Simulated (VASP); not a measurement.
# MgO in VASP: further runs

The runs below take MgO through single point, with PBE.

Program: VASP 6.6.1. These are calculated values, not measurements. Logs are shortened: lines on timing, memory, paths and dates and some standing lists are left out, and cuts for length are marked.

## Step 1: The cell of the first run

The cell holds a slab with vacuum, 24 atoms: a = 5.568 Å, b = 5.568 Å, c = 17.683 Å, α = 90.00°, β = 90.00°, γ = 60.00°.

## Step 2: Single point, PBE

The input, INCAR:

```
SYSTEM = MgO
PREC = Accurate
ENCUT = 520
EDIFF = 1E-6
ISMEAR = -1
SIGMA = 0.002
LREAL = Auto
LASPH = .TRUE.
NELM = 60
ALGO = Normal
ISIF = 2
LWAVE = .FALSE.
LCHARG = .FALSE.
GGA = PE
NBANDS = 66
```

The input, KPOINTS:

```
regular mesh
0
G
  2 2 1
  0 0 0
```

The input, POSCAR:

```
MgO
1.0
    5.5677590000      0.0000000000      0.0000000000
    2.7838790000      4.8218210000      0.0000000000
    0.0000000000      0.0000000000     17.6825700000
Mg O
12 12
Direct
    0.0000000000      0.0000000000      0.0565528653
   -0.0000060056      0.4999978224      0.0565528653
    0.5000036819      0.0000000000      0.0565528653
    0.4999976763      0.4999978224      0.0565528653
    0.6434821336      0.6800750173      0.1970075617
    0.6468739613      0.2017909831      0.2175475624
    0.1692814038      0.6823148350      0.2072719067
    0.1641094674      0.1798490653      0.2003950783
    0.3357796603      0.3708350020      0.3627131124
    0.3382903115      0.8724089924      0.3487671758
    0.8515083399      0.3749828125      0.3557005571
    0.8685211428      0.8754991112      0.3506164545
    0.3333283089      0.8333366170      0.1208251968
    0.3333343145      0.3333387946      0.1208251968
    0.8333319908      0.8333366170      0.1208251968
    0.8333379965      0.3333387946      0.1208251968
   -0.0164580273      0.5340513470      0.2692425366
   -0.0026344446      0.0273962887      0.2658323988
    0.4856975037      0.5302146222      0.2729354387
    0.4853065293      0.0370814263      0.2746546458
    0.6783031912      0.1971246963      0.4234282686
    0.6930780911      0.7137552389      0.4069374531
    0.2025409312      0.1741458258      0.4270476520
    0.2094595205      0.6962514784      0.4216355428
```

Potentials or basis: VASP PAW PBE potentials, release 64 (Mg, O).

Started as:

```sh
cat potpaw_PBE.64/Mg/POTCAR potpaw_PBE.64/O/POTCAR > POTCAR
mpirun -np 1 vasp_std > vasp.out
```

OUTCAR:

```text
SYSTEM = MgO
   PREC = Accurate
   ENCUT = 520
   EDIFF = 1E-6
   ISMEAR = -1
   LREAL = Auto
   LASPH = .TRUE.
   NELM = 60
   ISIF = 2
   GGA = PE

 ion  position               nearest neighbor table
   1  0.000  0.000  0.057-  13 1.97  15 1.97  16 1.97   2 2.78   3 2.78   4 2.78   4 2.78   3 2.78
                             2 2.78   8 3.04   7 3.07   6 3.32
   2  1.000  0.500  0.057-  16 1.97  15 1.97  14 1.97   1 2.78   3 2.78   4 2.78   4 2.78   3 2.78
                             1 2.78   8 2.98   5 3.02   7 3.16
   3  0.500  0.000  0.057-  15 1.97  13 1.97  14 1.97   4 2.78   2 2.78   1 2.78   1 2.78   2 2.78
                             4 2.78   5 2.93   8 3.02   6 3.31
   4  0.500  0.500  0.057-  14 1.97  13 1.97  16 1.97   3 2.78   2 2.78   1 2.78   1 2.78   2 2.78
                             3 2.78   5 2.93   7 3.11   6 3.19
   5  0.643  0.680  0.197-  19 2.00  13 2.01  17 2.08  15 2.14  16 2.15  20 2.20   7 2.64   6 2.68
                             8 2.73   8 2.84   3 2.93   4 2.93   6 2.94   7 2.94   2 3.02  10 3.07
   6  0.647  0.202  0.218-  19 1.86  20 1.87  18 1.89  14 2.29  16 2.30  15 2.47   7 2.67   5 2.68
                             8 2.77   8 2.84  12 2.85   7 2.91   5 2.94   9 2.97  11 3.05   4 3.19
   7  0.169  0.682  0.207-  19 1.92  17 1.95  18 1.96  13 2.16  15 2.23  14 2.27   5 2.64   6 2.67
                             8 2.76   8 2.81   6 2.91  12 2.93   5 2.94  10 3.04   1 3.07   4 3.11
   8  0.164  0.180  0.200-  18 1.93  20 2.03  17 2.10  14 2.10  16 2.13  13 2.18   5 2.73   7 2.76
                             6 2.77   7 2.81   6 2.84   5 2.84   2 2.98  10 3.02   3 3.02   1 3.04
   9  0.336  0.371  0.363-  24 1.89  23 1.96  21 1.97  19 2.18  20 2.24  17 2.37  11 2.69  12 2.72
[... 5 lines left out ...]
  12  0.869  0.875  0.351-  22 1.91  18 2.02  21 2.02  24 2.07  17 2.21  20 2.29  10 2.61   9 2.72
                            11 2.74  11 2.84   6 2.85   9 2.88   7 2.93  10 2.96   5 3.39
  13  0.333  0.833  0.121-   1 1.97   3 1.97   4 1.97   5 2.01   7 2.16   8 2.18
  14  0.333  0.333  0.121-   4 1.97   3 1.97   2 1.97   8 2.10   7 2.27   6 2.29
  15  0.833  0.833  0.121-   3 1.97   1 1.97   2 1.97   5 2.14   7 2.23   6 2.47
  16  0.833  0.333  0.121-   2 1.97   1 1.97   4 1.97   8 2.13   5 2.15   6 2.30
  17  0.984  0.534  0.269-   7 1.95  11 2.08   5 2.08   8 2.10  12 2.21   9 2.37
  18  0.997  0.027  0.266-   6 1.89   8 1.93   7 1.96  12 2.02  10 2.20  11 2.31
  19  0.486  0.530  0.273-   6 1.86   7 1.92   5 2.00  10 2.13   9 2.18  11 2.30
  20  0.485  0.037  0.275-   6 1.87  10 1.99   8 2.03   5 2.20   9 2.24  12 2.29
  21  0.678  0.197  0.423-   9 1.97  12 2.02  11 2.07
  22  0.693  0.714  0.407-  11 1.87  12 1.91  10 2.00
  23  0.203  0.174  0.427-   9 1.96  10 2.01  11 2.12
  24  0.209  0.696  0.422-   9 1.89  10 1.96  12 2.07

  LATTYP: Found a hexagonal cell.
 ALAT       =     5.5677589785
 C/A-ratio  =     3.1758863967

  Lattice vectors:

 A1 = (  -2.7838790000,  -4.8218210000,   0.0000000000)
 A2 = (   5.5677590000,   0.0000000000,   0.0000000000)
 A3 = (   0.0000000000,   0.0000000000,  17.6825700000)

Analysis of symmetry for initial positions (statically):
=====================================================================
 Subroutine PRICEL returns:
 Original cell was already a primitive cell.

 Routine SETGRP: Setting up the symmetry group for a
 hexagonal supercell.

 Subroutine GETGRP returns: Found  1 space group operations
 (whereof  1 operations were pure point group operations)
 out of a pool of 24 trial point group operations.

The static configuration has the point symmetry C_1 .

Analysis of symmetry for dynamics (positions and initial velocities):
=====================================================================
 Subroutine PRICEL returns:
 Original cell was already a primitive cell.

 Routine SETGRP: Setting up the symmetry group for a
 hexagonal supercell.

 Subroutine GETGRP returns: Found  1 space group operations
 (whereof  1 operations were pure point group operations)
 out of a pool of 24 trial point group operations.

The dynamic configuration has the point symmetry C_1 .

 Subroutine INISYM returns: Found  1 space group operations
 (whereof  1 operations are pure point group operations),
 and found     1 'primitive' translations

----------------------------------------------------------------------------------------

                                     Primitive cell

  volume of cell :     474.7193

  direct lattice vectors                    reciprocal lattice vectors
     5.567759000  0.000000000  0.000000000     0.179605475 -0.103695245  0.000000000
     2.783879000  4.821821000  0.000000000     0.000000000  0.207390527  0.000000000
[... 60 lines left out ...]
 KPOINTS: regular mesh

Automatic generation of k-mesh.
 Grid dimensions read from file:
 generate k-points for:    2    2    1

 Generating k-lattice:

  Cartesian coordinates                     Fractional coordinates (reciprocal lattice)
     0.089802738 -0.051847623  0.000000000     0.500000000  0.000000000  0.000000000
     0.000000000  0.103695264  0.000000000     0.000000000  0.500000000  0.000000000
     0.000000000  0.000000000  0.056552865     0.000000000  0.000000000  1.000000000

  Length of vectors
     0.103695263  0.103695264  0.056552865

  Shift w.r.t. Gamma in fractional coordinates (k-lattice)
     0.000000000  0.000000000  0.000000000

 Subroutine IBZKPT returns following result:
 ===========================================

 Found      4 irreducible k-points:

 Following reciprocal coordinates:
            Coordinates               Weight
  0.000000  0.000000  0.000000      1.000000
  0.500000  0.000000  0.000000      1.000000
  0.500000  0.500000  0.000000      1.000000
  0.000000  0.500000  0.000000      1.000000
   k-points           NKPTS =      4   k-points in BZ     NKDIM =      4   number of bands    NBANDS=     66
   number of dos      NEDOS =    301   number of ions     NIONS =     24
   total plane-waves  NPLWV = 246960
   dimension x,y,z NGX =    42 NGY =   42 NGZ =  140
   dimension x,y,z NGXF=    84 NGYF=   84 NGZF=  280
   ions per type =              12  12
   NGX,Y,Z   is equivalent  to a cutoff of  12.54, 12.54, 13.16 a.u.
   NGXF,Y,Z  is equivalent  to a cutoff of  25.08, 25.08, 26.32 a.u.
 SYSTEM =  MgO
   PREC   = accura    normal or accurate (medium, high low for compatibility)
   ISTART =      0    job   : 0-new  1-cont  2-samecut
   ICHARG =      2    charge: 1-file 2-atom 10-const
   ISPIN  =      1    spin polarized calculation?
   LNONCOLLINEAR =      F non collinear calculations
   LSORBIT =      F    spin-orbit coupling
   LASPH  =      T    aspherical Exc in radial PAW
   ENCUT  =  520.0 eV  38.22 Ry    6.18 a.u.  10.35 10.35 32.88*2*pi/ulx,y,z
   NELM   =     60;   NELMIN=  2; NELMDL= -5     # of ELM steps
   EDIFF  = 0.1E-05   stopping-criterion for ELM
   LREAL  =      T    real-space projection
   EDIFFG = 0.1E-04   stopping-criterion for IOM
   NSW    =      0    number of steps for IOM
   IBRION =     -1    ionic relax: 0-MD 1-quasi-New 2-CG
   NFREE  =      0    steps in history (QN), initial steepest desc. (CG)
   ISIF   =      2    stress and relaxation
   ISYM   =      2    0-nonsym 1-usesym 2-fastsym
   POTIM  = 0.5000    time-step for ionic-motion
   TEBEG  =    0.0;   TEEND  =   0.0 temperature during run
   PSTRESS=    0.0 pullay stress
   NELECT =      96.0000    total number of electrons
   NUPDOWN=      -1.0000    fix difference up-down
   EMIN   =  10.00;   EMAX   =-10.00  energy-range for DOS
   EFERMI =   0.00;   METHOD = LEGACY
   ISMEAR =    -1;   SIGMA  =   0.00  broadening in eV -4-tet -1-fermi 0-gaus
   EFERMI_NEDOS =   21; number of points for ismear=-14 and -15
   IALGO  =     38    algorithm
   IMIX   =      4    mixing-type and parameters
     AMIX     =   0.40;   BMIX     =  1.00
     AMIX_MAG =   1.60;   BMIX_MAG =  1.00
  volume/ion in A,a.u.               =      19.78       133.48
  Fermi-wavevector in a.u.,A,eV,Ry     =   0.960918  1.815871 12.563119  0.923363
  Thomas-Fermi vector in A             =   2.090244
   LORBIT       =      0    0 simple, 1 ext, 2 COOP (PROOUT), +10 PAW based schemes
   GGA     = PE    functional components
   LHFCALC =     F    Hartree Fock is set to
   AEXX    =    0.0000 exact exchange contribution
   IVDW    =     0    specifies the selected vdW correction
   LEPSILON=     F    determine dielectric tensor
   LRPA    =     F    only Hartree local field effects (RPA)
 non-spin polarized calculation
  energy-cutoff  :      520.00
  volume of cell :      474.72
 maximum number of plane-waves:     12815
 NGX is ok and might be reduce to    42
   NGX = 21   NGY = 21   NGZ = 65

 number of electron      95.9999990 magnetization

 Free energy of the ion-electron system (eV)
  ---------------------------------------------------
  ext. energy  EPLUGINS =         0.00000000
  ---------------------------------------------------
  free energy    TOTEN  =      -117.55925423 eV

  energy without entropy =     -117.55739059  energy(sigma->0) =     -117.55832241

 E-fermi :  -1.7352     XC(G=0):  -6.1845

 val. band max:       -1.7359406441   @ k =   0.5000   0.5000   0.0000
 cond. band min:      -1.7024214154   @ k =   0.5000   0.5000   0.0000
 fundamental gap:      0.0335192286
 Fermi energy:        -1.7352321146

 k-point     1 :       0.0000    0.0000    0.0000
  band No.  band energies     occupation
      1     -21.0986      2.00000
      2     -20.0467      2.00000
      3     -19.9398      2.00000
      4     -19.7877      2.00000
      5     -19.5837      2.00000
      6     -19.0598      2.00000
[... 241 lines left out ...]
     59       5.7920      0.00000
     60       5.9241      0.00000
 [bands above 60 left out]

------------------------ aborting loop because EDIFF is reached ----------------------------------------

  FORCE on cell =-STRESS in cart. coord.  units (eV):
  Direction    XX          YY          ZZ          XY          YZ          ZX
  --------------------------------------------------------------------------------------
  -------------------------------------------------------------------------------------
  Total       46.4952130     48.9115234     -9.5146868      2.2009079     -1.8403269     -4.1527061
  in kB      156.9213102    165.0763561    -32.1120612      7.4280625     -6.2111020    -14.0153800
  external PRESSURE =      96.6285350 kB  Pullay stress =       0.0000000 kB

 VOLUME and BASIS-vectors are now :
 -----------------------------------------------------------------------------
  energy-cutoff  :      520.00
  volume of cell :      474.72
      direct lattice vectors                 reciprocal lattice vectors
     5.567759000  0.000000000  0.000000000     0.179605475 -0.103695245  0.000000000
     2.783879000  4.821821000  0.000000000     0.000000000  0.207390527  0.000000000
     0.000000000  0.000000000 17.682570000     0.000000000  0.000000000  0.056552865

 POSITION                                       TOTAL-FORCE (eV/Angst)
 -----------------------------------------------------------------------------------
      0.00000      0.00000      1.00000        -0.134210      0.024689     -0.137154
      6.95966      2.41090      1.00000         0.060869      0.055806     -0.233756
      2.78390      0.00000      1.00000         0.146147      0.106236     -0.295067
      4.17580      2.41090      1.00000        -0.077880     -0.136883     -0.368012
      5.47600      3.27920      3.48360         2.047427      0.313904      1.183782
      4.16340      0.97300      3.84680         0.131673     -1.148216     -1.901784
[... 16 lines left out ...]
      1.61250      0.83970      7.55130        -0.592001      0.064485     -1.046392
      3.10450      3.35720      7.45560        -0.350243      0.847478     -0.437025
 -----------------------------------------------------------------------------------
    total drift:                                0.001922     -0.001345      0.040235

  FREE ENERGIE OF THE ION-ELECTRON SYSTEM (eV)
  ---------------------------------------------------
  free  energy   TOTEN  =      -117.5592542347 eV

  energy  without entropy=     -117.5573905946  energy(sigma->0) =     -117.55832241
```

It took 15 min on 1 thread of Intel Xeon Platinum 8488C (Sapphire Rapids), shared host; peak memory 0.55 GiB.

Results:

```yaml
Free_energy: -117.5593 eV
Largest_force: 2.386 eV/Å
Band_gap_on_the_k_mesh: zero (bands 48 and 49 overlap by 0.34 eV)
```

Forces on the atoms (eV/Å):
```
Mg  -0.134  0.025 -0.137
Mg   0.061  0.056 -0.234
Mg   0.146  0.106 -0.295
Mg  -0.078 -0.137 -0.368
Mg   2.047  0.314  1.184
Mg   0.132 -1.148 -1.902
Mg  -1.568  0.248 -0.828
Mg   0.276  0.948  0.331
Mg   0.255 -0.902 -0.609
Mg   1.193 -0.472  0.086
Mg  -0.597 -0.446 -0.031
Mg  -1.320 -0.225  0.205
O   -0.105  0.174  1.139
O    0.135  0.170  0.934
O   -0.076  0.029  0.441
O   -0.118  0.264  0.944
O    0.127 -0.500 -0.284
O    0.367 -0.125  1.142
O    0.602  0.536  0.268
O   -0.377 -0.444 -0.741
O    0.545 -0.042 -0.860
O   -0.572  0.658  1.101
O   -0.592  0.064 -1.046
O   -0.350  0.847 -0.437
```

Levels at points of the mesh, in eV from the Fermi level:
| k point | band 45 | band 46 | band 47 | band 48 | band 49 | band 50 | band 51 | band 52 |
| --- | --- | --- | --- | --- | --- | --- | --- | --- |
| (0.00, 0.00, 0.00) | -0.35 | -0.32 | -0.17 | 0.34 | 0.39 | 2.72 | 2.76 | 2.77 |
| (0.50, 0.00, 0.00) | -0.67 | -0.23 | -0.06 | -0.03 | 0.00 | 0.10 | 2.25 | 2.26 |
| (0.50, 0.50, 0.00) | -0.68 | -0.30 | -0.06 | 0.00 | 0.03 | 0.05 | 2.25 | 2.26 |
| (0.00, 0.50, 0.00) | -0.67 | -0.22 | -0.04 | -0.02 | 0.00 | 0.14 | 2.25 | 2.26 |

Caveat: the k points lie up to 0.65 Å⁻¹ apart; the atoms stand as in a frame of molecular dynamics.

(Part 1 of 2 ends here.)
